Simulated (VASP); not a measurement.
**Li7Bi: single point with PBE**

The system is Li7Bi.

```
Li Bi
1.0
     0.00575    4.33696    4.31001
     4.28255    0.01644    4.29929
     4.29932    4.34293   -0.00018
Li Bi
7 1
Direct
  0.49875 0.00465 0.00082
  0.99536 0.50136 0.50476
  0.00871 0.50566 0.99238
  0.49311 0.99263 0.50742
  0.00641 0.99397 0.50620
  0.49440 0.50489 0.99318
  0.51272 0.48869 0.48237
  0.99054 0.00815 0.01287
```

```
Program                : VASP 6.6.1
Task                   : single point
Functional             : PBE
Potentials or basis    : VASP PAW PBE potentials, release 64 (Li_sv, Bi_d)
Cutoff                 : 520 eV
k mesh                 : 4 × 4 × 4
Occupations            : gaussian, width 0.2 eV
Spin                   : no spin polarisation
Dipole correction      : no
Further INCAR settings : ALGO = Fast; EDIFF = 1e-07; NBANDS = 28
```

```yaml
Largest_force: 0.018 eV/Å
Band_gap_on_the_k_mesh: zero (bands 18 and 19 overlap by 0.44 eV)
```

Forces in eV/Å, atoms in the order of the input:
```
Li  -0.001 -0.004 -0.002
Li   0.000  0.001  0.002
Li   0.000  0.000  0.004
Li   0.000  0.002 -0.004
Li   0.004  0.004 -0.003
Li  -0.002 -0.008  0.001
Li  -0.018  0.002  0.001
Bi   0.018  0.004  0.002
```

Levels at points of the mesh, in eV from the Fermi level:
| k point | band 14 | band 15 | band 16 | band 17 | band 18 | band 19 | band 20 | band 21 | band 22 | band 23 |
| --- | --- | --- | --- | --- | --- | --- | --- | --- | --- | --- |
| (0.00, 0.00, 0.00) | -2.37 | -2.36 | -2.35 | -2.28 | -0.25 | 0.64 | 0.70 | 0.76 | 2.48 | 2.49 |
| (0.50, 0.00, 0.00) | -3.62 | -2.24 | -2.22 | -1.32 | 0.04 | 0.12 | 0.21 | 1.57 | 2.06 | 3.72 |
| (0.00, 0.50, 0.00) | -3.62 | -2.24 | -2.23 | -1.32 | 0.03 | 0.10 | 0.21 | 1.57 | 2.07 | 3.73 |
| (0.50, 0.50, 0.00) | -3.37 | -2.57 | -2.54 | -1.76 | -0.84 | 1.83 | 1.95 | 1.97 | 2.85 | 3.03 |
| (0.00, 0.00, 0.50) | -3.63 | -2.23 | -2.22 | -1.32 | 0.06 | 0.10 | 0.21 | 1.56 | 2.06 | 3.73 |
| (0.50, 0.00, 0.50) | -3.38 | -2.56 | -2.54 | -1.76 | -0.82 | 1.88 | 1.93 | 1.96 | 2.82 | 3.08 |
| (0.00, 0.50, 0.50) | -3.36 | -2.56 | -2.55 | -1.76 | -0.84 | 1.84 | 1.92 | 1.98 | 2.85 | 3.04 |
| (0.50, 0.50, 0.50) | -3.63 | -2.23 | -2.23 | -1.31 | 0.05 | 0.11 | 0.22 | 1.56 | 2.05 | 3.71 |

It took 23 min on 1 thread of Intel Xeon 8259CL, on a shared host, peak memory 0.4 GiB.

Caveat: spin-orbit coupling is left out, which moves the levels of the heavy elements.
